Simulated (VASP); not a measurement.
# Rh (I4/mmm) in VASP: single point with r2SCAN

Aim: the single point of Rh with r2SCAN.

Program: VASP 6.6.1. These are calculated values, not measurements. Logs are shortened: lines on timing, memory, paths and dates and some standing lists are left out, and cuts for length are marked.

**1. The cell of the first run**

Symmetry: I4/mmm, No. 139, tetragonal system. Conventional cell: a = 2.689 Å, b = 2.689 Å, c = 3.613 Å, α = 90.00°, β = 90.00°, γ = 90.00°. Within 3.9 Å of Rh (site symmetry 4/mmm) lie 18 Rh at 2.62 to 3.80 Å.

**2. Single point, r2SCAN (strain +0.000 along x and y, -0.050 along z)**

POSCAR

```
Rh
1.0
    0.0000000000      1.9015500000      1.8064725000
    1.9015500000      0.0000000000      1.8064725000
    1.9015500000      1.9015500000      0.0000000000
Rh
1
Direct
    0.0000000000      0.0000000000      0.0000000000
```

INCAR.step1

```
PREC     = Accurate       # precision mode
ENCUT    = 680            # plane-wave cutoff, eV
ISMEAR   = 0              # smearing method
SIGMA    = 0.15           # smearing width, eV
LREAL    = False          # projectors in reciprocal space
LASPH    = True           # aspherical terms in the spheres
NELM     = 120            # most SCF steps
NBANDS   = 14             # bands
GGA      = PE             # functional
ALGO     = Normal         # electronic algorithm
EDIFF    = 1E-5           # SCF threshold, eV
LWAVE    = True           # write WAVECAR
LCHARG   = False          # write CHGCAR
GGA_COMPAT= False
```

INCAR.step2

```
PREC     = Accurate       # precision mode
ENCUT    = 680            # plane-wave cutoff, eV
EDIFF    = 1E-6           # SCF threshold, eV
ISMEAR   = 0              # smearing method
SIGMA    = 0.15           # smearing width, eV
LREAL    = False          # projectors in reciprocal space
LASPH    = True           # aspherical terms in the spheres
NELM     = 120            # most SCF steps
ALGO     = Normal         # electronic algorithm
ISIF     = 2              # what is computed and relaxed
LWAVE    = False          # write WAVECAR
LCHARG   = False          # write CHGCAR
METAGGA  = R2SCAN         # meta-GGA
LMIXTAU  = True         
NBANDS   = 14             # bands
ISTART   = 1            
GGA_COMPAT= False
```

KPOINTS

```
Automatic mesh
0
Gamma
  22 22 22
```

Potentials or basis: VASP PAW PBE potentials, release 64 (Rh_sv_GW).

Run with:

```console
$ cat potpaw_PBE.64/Rh_sv_GW/POTCAR > POTCAR
$ cp INCAR.step1 INCAR
$ mpirun -np 1 vasp_std > vasp.out
$ cp INCAR.step2 INCAR
$ mpirun -np 1 vasp_std > vasp.out
```

OUTCAR:

```text
PREC = Accurate
   ENCUT = 680
   EDIFF = 1E-6
   ISMEAR = 0
   LREAL = False
   LASPH = True
   NELM = 120
   ISIF = 2
   METAGGA = R2SCAN
   ISTART = 1

 ion  position               nearest neighbor table
   1  0.000  0.000  0.000-

  LATTYP: Found a body centered tetragonal cell.
 ALAT       =     2.6891977995
 C/A-ratio  =     1.3435028843

  Lattice vectors:

 A1 = (   0.0000000000,  -1.9015500000,  -1.8064725000)
 A2 = (   0.0000000000,   1.9015500000,  -1.8064725000)
 A3 = (   1.9015500000,   0.0000000000,   1.8064725000)

Analysis of symmetry for initial positions (statically):
=====================================================================
 Subroutine PRICEL returns:
 Original cell was already a primitive cell.

 Routine SETGRP: Setting up the symmetry group for a
 body centered tetragonal supercell.

 Subroutine GETGRP returns: Found 16 space group operations
 (whereof 16 operations were pure point group operations)
 out of a pool of 16 trial point group operations.

The static configuration has the point symmetry D_4h.

Analysis of symmetry for dynamics (positions and initial velocities):
=====================================================================
 Subroutine PRICEL returns:
 Original cell was already a primitive cell.

 Routine SETGRP: Setting up the symmetry group for a
 body centered tetragonal supercell.

 Subroutine GETGRP returns: Found 16 space group operations
 (whereof 16 operations were pure point group operations)
 out of a pool of 16 trial point group operations.

The dynamic configuration has the point symmetry D_4h.

 Subroutine INISYM returns: Found 16 space group operations
 (whereof 16 operations are pure point group operations),
 and found     1 'primitive' translations

----------------------------------------------------------------------------------------

                                     Primitive cell

  volume of cell :      13.0640

  direct lattice vectors                    reciprocal lattice vectors
     0.000000000  1.901550000  1.806472500    -0.262943388  0.262943388  0.276782514
     1.901550000  0.000000000  1.806472500     0.262943388 -0.262943388  0.276782514
     1.901550000  1.901550000  0.000000000     0.262943388  0.262943388 -0.276782514

  length of vectors
     2.622829635  2.622829635  2.689197800     0.463559070  0.463559070  0.463559070

  position of ions in fractional coordinates (direct lattice)
     0.000000000  0.000000000  0.000000000

  ion indices of the primitive-cell ions
   primitive index   ion index
                 1           1

----------------------------------------------------------------------------------------

 KPOINTS: Automatic mesh

Automatic generation of k-mesh.
 Grid dimensions read from file:
 generate k-points for:   22   22   22

 Generating k-lattice:

  Cartesian coordinates                     Fractional coordinates (reciprocal lattice)
    -0.011951972  0.011951972  0.012581023     0.045454545 -0.000000000  0.000000000
     0.011951972 -0.011951972  0.012581023    -0.000000000  0.045454545  0.000000000
     0.011951972  0.011951972 -0.012581023     0.000000000  0.000000000  0.045454545

  Length of vectors
     0.021070867  0.021070867  0.021070867

  Shift w.r.t. Gamma in fractional coordinates (k-lattice)
     0.000000000  0.000000000  0.000000000

 Subroutine IBZKPT returns following result:
 ===========================================

 Found    834 irreducible k-points:

 Following reciprocal coordinates:
            Coordinates               Weight
  0.000000  0.000000  0.000000      1.000000
  0.045455  0.000000  0.000000      8.000000
  0.090909  0.000000  0.000000      8.000000
  0.136364  0.000000  0.000000      8.000000
  0.181818  0.000000  0.000000      8.000000
  0.227273  0.000000  0.000000      8.000000
[... 16 lines left out ...]
  0.500000  0.045455  0.000000      8.000000
 -0.454545  0.045455  0.000000      8.000000
 [... further k-points ...]
   k-points           NKPTS =    834   k-points in BZ     NKDIM =    834   number of bands    NBANDS=     14
   number of dos      NEDOS =    301   number of ions     NIONS =      1
   total plane-waves  NPLWV =  13824
   dimension x,y,z NGX =    24 NGY =   24 NGZ =   24
   dimension x,y,z NGXF=    48 NGYF=   48 NGZF=   48
   ions per type =               1
   NGX,Y,Z   is equivalent  to a cutoff of  15.21, 15.21, 14.84 a.u.
   NGXF,Y,Z  is equivalent  to a cutoff of  30.42, 30.42, 29.67 a.u.
 SYSTEM =  unknown system
   PREC   = accura    normal or accurate (medium, high low for compatibility)
   ISTART =      1    job   : 0-new  1-cont  2-samecut
   ICHARG =      0    charge: 1-file 2-atom 10-const
   ISPIN  =      1    spin polarized calculation?
   LNONCOLLINEAR =      F non collinear calculations
   LSORBIT =      F    spin-orbit coupling
   LASPH  =      T    aspherical Exc in radial PAW
   ENCUT  =  680.0 eV  49.98 Ry    7.07 a.u.   5.58  5.58  5.72*2*pi/ulx,y,z
   NELM   =    120;   NELMIN=  2; NELMDL=  0     # of ELM steps
   EDIFF  = 0.1E-05   stopping-criterion for ELM
   LREAL  =      F    real-space projection
   EDIFFG = 0.1E-04   stopping-criterion for IOM
   NSW    =      0    number of steps for IOM
   IBRION =     -1    ionic relax: 0-MD 1-quasi-New 2-CG
   NFREE  =      0    steps in history (QN), initial steepest desc. (CG)
   ISIF   =      2    stress and relaxation
   ISYM   =      2    0-nonsym 1-usesym 2-fastsym
   POTIM  = 0.5000    time-step for ionic-motion
   TEBEG  =    0.0;   TEEND  =   0.0 temperature during run
   PSTRESS=    0.0 pullay stress
   NELECT =      17.0000    total number of electrons
   NUPDOWN=      -1.0000    fix difference up-down
   EMIN   =  10.00;   EMAX   =-10.00  energy-range for DOS
   EFERMI =   0.00;   METHOD = LEGACY
   ISMEAR =     0;   SIGMA  =   0.15  broadening in eV -4-tet -1-fermi 0-gaus
   EFERMI_NEDOS =   21; number of points for ismear=-14 and -15
   IALGO  =     38    algorithm
   IMIX   =      4    mixing-type and parameters
     AMIX     =   0.40;   BMIX     =  1.00
     AMIX_MAG =   1.60;   BMIX_MAG =  1.00
  volume/ion in A,a.u.               =      13.06        88.16
  Fermi-wavevector in a.u.,A,eV,Ry     =   1.787306  3.377518 43.463293  3.194462
  Thomas-Fermi vector in A             =   2.850712
   LORBIT       =      0    0 simple, 1 ext, 2 COOP (PROOUT), +10 PAW based schemes
   METAGGA = R2SCAN    functional components
   LHFCALC =     F    Hartree Fock is set to
   AEXX    =    0.0000 exact exchange contribution
   IVDW    =     0    specifies the selected vdW correction
   LEPSILON=     F    determine dielectric tensor
   LRPA    =     F    only Hartree local field effects (RPA)
 non-spin polarized calculation
 Gauss-broadening in eV      SIGMA  =   0.15
  energy-cutoff  :      680.00
  volume of cell :       13.06
 maximum number of plane-waves:       544
   NGX = 11   NGY = 11   NGZ = 11

 number of electron      17.0000003 magnetization

 Free energy of the ion-electron system (eV)
  ---------------------------------------------------
  ext. energy  EPLUGINS =         0.00000000
  ---------------------------------------------------
  free energy    TOTEN  =       -23.24294523 eV

  energy without entropy =      -23.22966459  energy(sigma->0) =      -23.23630491

 E-fermi :  11.5772     XC(G=0): -15.6591

 val. band max:       11.5756729945   @ k =  -0.0455   0.2727   0.2273
 cond. band min:      11.5793348820   @ k =   0.3182   0.1364   0.0909
 fundamental gap:      0.0036618875
 Fermi energy:        11.5771879134

 k-point     1 :       0.0000    0.0000    0.0000
  band No.  band energies     occupation
      1     -69.7494      2.00000
      2     -36.3105      2.00000
      3     -36.3105      2.00000
      4     -36.2784      2.00000
      5       3.0525      2.00000
      6       7.9851      2.00000
      7       7.9851      2.00000
      8       8.5678      2.00000
      9      10.0660      2.00000
     10      10.7736      2.00000
     11      28.0363      0.00000
     12      33.3392      0.00000
     13      33.3392      0.00000
     14      35.1465      0.00000

 k-point     2 :       0.0455    0.0000    0.0000
  band No.  band energies     occupation
      1     -69.7463      2.00000
      2     -36.3253      2.00000
      3     -36.3138      2.00000
      4     -36.2852      2.00000
      5       3.1442      2.00000
      6       7.9731      2.00000
      7       8.0218      2.00000
      8       8.5727      2.00000
      9      10.0510      2.00000
     10      10.7463      2.00000
     11      28.1740      0.00000
     12      33.0987      0.00000
     13      33.4746      0.00000
     14      35.0463      0.00000

 k-point     3 :       0.0909    0.0000    0.0000
  band No.  band energies     occupation
      1     -69.7373      2.00000
      2     -36.3779      2.00000
      3     -36.3234      2.00000
      4     -36.2950      2.00000
      5       3.4106      2.00000
      6       7.9209      2.00000
      7       8.1197      2.00000
      8       8.6107      2.00000
      9      10.0203      2.00000
     10      10.6751      2.00000
     11      28.5601      0.00000
     12      32.2744      0.00000
     13      33.8734      0.00000
     14      35.1778      0.00000

 k-point     4 :       0.1364    0.0000    0.0000
  band No.  band energies     occupation
      1     -69.7231      2.00000
      2     -36.4657      2.00000
      3     -36.3385      2.00000
      4     -36.3052      2.00000
      5       3.8221      2.00000
      6       7.8289      2.00000
      7       8.2399      2.00000
      8       8.7013      2.00000
      9      10.0186      2.00000
     10      10.5934      2.00000
     11      29.1067      0.00000
     12      31.0816      0.00000
     13      34.5143      0.00000
     14      35.7132      0.00000

 k-point     5 :       0.1818    0.0000    0.0000
  band No.  band energies     occupation
      1     -69.7048      2.00000
      2     -36.5789      2.00000
      3     -36.3578      2.00000
      4     -36.3169      2.00000
      5       4.3135      2.00000
      6       7.7734      2.00000
      7       8.3180      2.00000
      8       8.8043      2.00000
      9      10.1154      2.00000
     10      10.5586      2.00000
     11      29.6279      0.00000
[... 276 lines left out ...]
 k-point    22 :       0.4545    0.0455    0.0000
  band No.  band energies     occupation
      1     -69.5988      2.00000
      2     -37.1966      2.00000
      3     -36.4739      2.00000
      4     -36.3888      2.00000
      5       4.9237      2.00000
      6       7.8399      2.00000
      7       8.3430      2.00000
      8      10.9334      2.00000
      9      12.3343      0.00000
     10      12.8697      0.00000
     11      21.9454      0.00000
     12      27.8983      0.00000
     13      33.6507      0.00000
     14      34.8212      0.00000

 k-point    23 :       0.5000    0.0455    0.0000
  band No.  band energies     occupation
      1     -69.5941      2.00000
      2     -37.2239      2.00000
      3     -36.4757      2.00000
      4     -36.3955      2.00000
      5       4.8850      2.00000
      6       7.7932      2.00000
      7       8.2970      2.00000
      8      11.2568      1.99747
      9      12.4021      0.00000
     10      13.2770      0.00000
     11      21.2946      0.00000
     12      27.7312      0.00000
     13      33.5027      0.00000
     14      34.3324      0.00000

 k-point    24 :      -0.4545    0.0455    0.0000
  band No.  band energies     occupation
      1     -69.5955      2.00000
      2     -37.2154      2.00000
      3     -36.4710      2.00000
      4     -36.3985      2.00000
      5       4.8973      2.00000
      6       7.7958      2.00000
      7       8.3034      2.00000
      8      11.2721      1.99598
      9      12.2811      0.00000
     10      13.1666      0.00000
     11      21.4783      0.00000
     12      27.7743      0.00000
     13      33.7860      0.00000
     14      34.2055      0.00000

 [... further k-points ...]

------------------------ aborting loop because EDIFF is reached ----------------------------------------

  FORCE on cell =-STRESS in cart. coord.  units (eV):
  Direction    XX          YY          ZZ          XY          YZ          ZX
  --------------------------------------------------------------------------------------
  -------------------------------------------------------------------------------------
  Total        0.9429671      0.9429671      2.0596156      0.0000000      0.0000000     -0.0000000
  in kB      115.6459117    115.6459117    252.5921810      0.0000000      0.0000000     -0.0000000
  external PRESSURE =     161.2946681 kB  Pullay stress =       0.0000000 kB

 VOLUME and BASIS-vectors are now :
 -----------------------------------------------------------------------------
  energy-cutoff  :      680.00
  volume of cell :       13.06
      direct lattice vectors                 reciprocal lattice vectors
     0.000000000  1.901550000  1.806472500    -0.262943388  0.262943388  0.276782514
     1.901550000  0.000000000  1.806472500     0.262943388 -0.262943388  0.276782514
     1.901550000  1.901550000  0.000000000     0.262943388  0.262943388 -0.276782514

 POSITION                                       TOTAL-FORCE (eV/Angst)
 -----------------------------------------------------------------------------------
      0.00000      0.00000      0.00000        -0.000000     -0.000000      0.000000
 -----------------------------------------------------------------------------------
    total drift:                                0.000000      0.000000     -0.000000

  FREE ENERGIE OF THE ION-ELECTRON SYSTEM (eV)
  ---------------------------------------------------
  free  energy   TOTEN  =       -23.2429452257 eV

  energy  without entropy=      -23.2296645899  energy(sigma->0) =      -23.23630491
```

It took 3.9 min on 1 thread of Intel Xeon 6975P-C (Granite Rapids), shared host; peak memory 0.4 GiB.

Results:

- Free energy: -23.2429 eV
- Pressure: 16.1 GPa
- Band gap on the k mesh: zero (an odd number of electrons rules out a gap without spin polarisation)

Levels at points of the mesh, in eV from the Fermi level:
```tsv
k point	band 5	band 6	band 7	band 8	band 9	band 10	band 11	band 12
(0.00, 0.00, 0.00)	-8.52	-3.59	-3.59	-3.01	-1.51	-0.80	16.46	21.76
(0.50, 0.00, 0.00)	-6.76	-3.85	-3.21	0.49	0.82	0.88	9.70	16.00
(0.50, 0.50, 0.00)	-7.06	-6.69	0.56	1.19	1.19	4.41	13.64	13.64
(0.50, 0.00, 0.50)	-7.03	-6.60	0.57	0.88	1.38	3.19	13.08	14.27
```

Caveat: the cell differs from its parent crystal (strain +0.000 along x and y, -0.050 along z); the stress differs along the axes, from 12 to 25 GPa; the PAW data sets were made with another functional, which shifts forces and pressure a little.
